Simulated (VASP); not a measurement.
A run of VASP 6.6.1:

Contents of INCAR:

```
PREC = Accurate
ENCUT = 600
EDIFF = 1E-6
ISMEAR = -1
SIGMA = 0.05
LREAL = F
LASPH = T
NELM = 60
ALGO = Normal
ISIF = 3
LWAVE = F
LCHARG = F
GGA = RE
IBRION = 2
NSW = 60
EDIFFG = -0.01
```

KPOINTS

```
regular mesh
0
Gamma
  9 9 9
```

POSCAR

```
NbCu
1.0
    0.0000000000      2.5622100000      2.5622100000
    2.5622100000      0.0000000000      2.5622100000
    2.5622100000      2.5622100000      0.0000000000
Nb Cu
1 1
Direct
    0.0000000000      0.0000000000      0.0000000000
    0.5000000000      0.5000000000      0.5000000000
```

Potentials or basis: VASP PAW PBE potentials, release 64 (Nb_sv, Cu).

Launch:

```console
$ cat potpaw_PBE.64/Nb_sv/POTCAR potpaw_PBE.64/Cu/POTCAR > POTCAR
$ mpirun -np 1 vasp_std > vasp.out
```

Hardware: 1 thread of Intel(R) Xeon(R) 6975P-C (Granite Rapids), on a shared host.

**Question.** How long does it take, and how much memory?

**Answer.** Wall time 38 s on 1 thread of Intel(R) Xeon(R) 6975P-C (Granite Rapids) (shared host), peak memory 0.19 GiB. Counts: scf iterations 35, k points 35, ion steps 3.
